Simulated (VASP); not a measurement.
Wanted: the native input for a VASP 6.6.1 run.

- Task: single point
- Functional: PBEsol
- Potentials or basis: VASP PAW PBE potentials, release 64 (Ba_sv, F)
- Cutoff: 520 eV
- k mesh: 9 × 9 × 9
- Occupations: fermi-dirac, width 0.1 eV
- Spin: no spin polarisation
- Dipole correction: no
- Further INCAR settings: ALGO = Normal; EDIFF = 1e-06; NBANDS = 24

The structure of BaF3 lies in POSCAR:

```
BaF3
1.0
   -2.1223900000      2.1223900000      3.4192500000
    2.1223900000     -2.1223900000      3.4192500000
    2.1223900000      2.1223900000     -3.4192500000
Ba F
1 3
Direct
    0.0000000000      0.0000000000      0.0000000000
    0.7500000000      0.2500000000      0.5000000000
    0.2500000000      0.7500000000      0.5000000000
    0.5000000000      0.5000000000      0.0000000000
```

One way to write it, as run:

INCAR

```
PREC     = Accurate       # precision mode
ENCUT    = 520            # plane-wave cutoff, eV
EDIFF    = 1E-6           # SCF threshold, eV
ISMEAR   = -1             # smearing method
SIGMA    = 0.1            # smearing width, eV
LREAL    = False          # projectors in reciprocal space
LASPH    = True           # aspherical terms in the spheres
NELM     = 100            # most SCF steps
ALGO     = Normal         # electronic algorithm
ISIF     = 2              # what is computed and relaxed
LWAVE    = False          # write WAVECAR
LCHARG   = False          # write CHGCAR
GGA      = PS             # functional
NBANDS   = 24             # bands
```

KPOINTS

```
Automatic mesh
0
Gamma
  9 9 9
```

Potentials or basis: VASP PAW PBE potentials, release 64 (Ba_sv, F).

Command:

```bash
$ cat potpaw_PBE.64/Ba_sv/POTCAR potpaw_PBE.64/F/POTCAR > POTCAR
$ mpirun -np 1 vasp_std > vasp.out
```

It gave:

The pressure is -1.6 GPa and the band gap on the k mesh is zero (an odd number of electrons rules out a gap without spin polarisation).

Caveat: the PAW data sets were made with another functional, which shifts forces and pressure a little; spin-orbit coupling is left out, which moves the levels of the heavy elements; an odd number of electrons without spin polarisation forces a metal; a magnetic or distorted state may lie lower.

It took 94 s on 1 thread of Intel Xeon 8259CL, with other jobs on the host, peak memory 0.23 GiB.
